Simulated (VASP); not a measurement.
Set up this calculation in VASP 6.6.1, as the native input.

* Task: single point
* Functional: PBE
* Potentials or basis: VASP PAW PBE potentials, release 64 (Pr_3, H, Rh_pv), 4f in core
* Cutoff: 500 eV
* k mesh: 5 × 5 × 3
* Occupations: gaussian, width 0.2 eV
* Spin: no spin polarisation
* Dipole correction: no
* Mended: yes
* Further INCAR settings: ALGO = Normal; EDIFF = 1e-06; NBANDS = 36

The structure of PrHRh3 lies in POSCAR:

```
PrHRh3
1.0
    2.4914455056     -2.4925466221      0.0000000000
    2.4914455056      2.4925466221      0.0000000000
    0.0000000000      0.0000000000      6.1387526395
Pr H Rh
1 1 3
Direct
    0.5000000000      0.5000000000      0.5000000000
    0.0000000000      0.0000000000      0.5000000000
    0.5000000000      0.5000000000      0.0000000000
    0.0000000000      0.0000000000      0.7979224083
    0.0000000000      0.0000000000      0.2020775917
```

The cell was built from a structure type or drawn by symmetry, and may not be a known phase.

One way to write it, as run:

INCAR

```
ALGO = Normal
EDIFF = 1E-6
ENCUT = 500
GGA = PE
GGA_COMPAT = F
ISIF = 2
ISMEAR = 0
LASPH = T
LCHARG = T
LELF = T
LMAXMIX = 6
LREAL = F
LVHAR = T
LWAVE = F
NBANDS = 36
NELM = 200
PREC = Accurate
SIGMA = 0.2
```

KPOINTS

```
k-points
0
Gamma
  5 5 3
```

Potentials or basis: VASP PAW PBE potentials, release 64 (Pr_3, H, Rh_pv), 4f in core.

Launch:

```bash
$ cat potpaw_PBE.64/Pr_3/POTCAR potpaw_PBE.64/H/POTCAR potpaw_PBE.64/Rh_pv/POTCAR > POTCAR
$ mpirun -np 1 vasp_std > vasp.out
```

It gave:

* Pressure: 0.1 GPa
* Largest force: 0.012 eV/Å
* Band gap on the k mesh: zero (an odd number of electrons rules out a gap without spin polarisation)

Caveat: spin-orbit coupling is left out, which moves the levels of the heavy elements; the 4f electrons are frozen in the core, so they carry no moment and show no levels.

Run time: 21 s on 1 thread of Intel(R) Xeon(R) 6975P-C (Granite Rapids) (shared host), peak memory 0.21 GiB.
